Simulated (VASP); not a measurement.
AlIr6:

```
CELL_PARAMETERS angstrom
5.94245 0.00000 0.00000
0.00000 5.94245 0.00000
0.00000 0.00000 5.94245
ATOMIC_POSITIONS crystal
Al 0.00000 0.00000 0.00000
Ir 0.19825 0.50000 0.50000
Ir 0.50000 0.19825 0.50000
Ir 0.80175 0.50000 0.50000
Ir 0.50000 0.80175 0.50000
Ir 0.50000 0.50000 0.19825
Ir 0.50000 0.50000 0.80175
```

Base run:

```yaml
Program: VASP 6.6.1
Functional: PBE
Potentials_or_basis: VASP PAW PBE potentials, release 64 (Al, Ir_sv_GW)
Cutoff: 500 eV
k_mesh: 6 × 6 × 6
Occupations: gaussian, width 0.1 eV
Spin: no spin polarisation
```

Its results: pressure -1.4 GPa; largest force 0.008 eV/Å.

**Question.** The run is repeated on the same cell with these changes: potentials or basis from VASP PAW PBE potentials, release 64 (Al, Ir_sv_GW) to VASP PAW PBE potentials, release 64 (Al, Ir); cutoff from 500 eV to 520 eV; further incar settings from ALGO = Normal; EDIFF = 1e-06; NBANDS = 62 to ALGO = Normal; EDIFF = 1e-06; NBANDS = 38; valence electrons from 105 to 57. What comes out?

**Answer.** Pressure 0.1 GPa; largest force 0.050 eV/Å.
